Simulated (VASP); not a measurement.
Runs of VASP 6.6.1 on Pd. The structure is that of space group Im-3m (No. 229), or close to it. The cells are those of the table. 

```csv
task,cell,cutoff (eV),k mesh for the DOS,occupations for the DOS,gap on the mesh (eV),pressure (GPa)
single point,"a = 2.470 Å, angles 109.5°, 1 atom",520,-,-,none,(b)
single point,"a = 2.227 Å, angles 109.5°, 1 atom",520,-,-,none,(a)
single point,"a = 2.575 Å, angles 109.5°, 1 atom",520,-,-,none,40.6
single point,"a = 2.355 Å, angles 109.5°, 1 atom",520,-,-,none,219.9
relaxation of cell and atoms,"relaxed from a = 2.713 Å, angles 109.5°, 1 atom",600,-,-,none,0.0
single point,"a = 2.719 Å, angles 109.5°, 1 atom",520,-,-,none,-0.3
single point,"a = 2.673 Å, angles 109.5°, 1 atom",520,-,-,none,9.2
```

Alike in all rows: level PBE; potentials or basis VASP PAW PBE potentials, release 64 (Pd); no spin polarisation; k mesh 19 × 19 × 19; smearing fermi-dirac 0.08 eV.

Question: Estimate the missing entries.

Answer: (a) 463.9; (b) 100.9.

A k mesh can miss the band edges, and the runs leave out spin-orbit coupling on Pd.

A gap of «none» marks levels without a gap at the run's occupations.
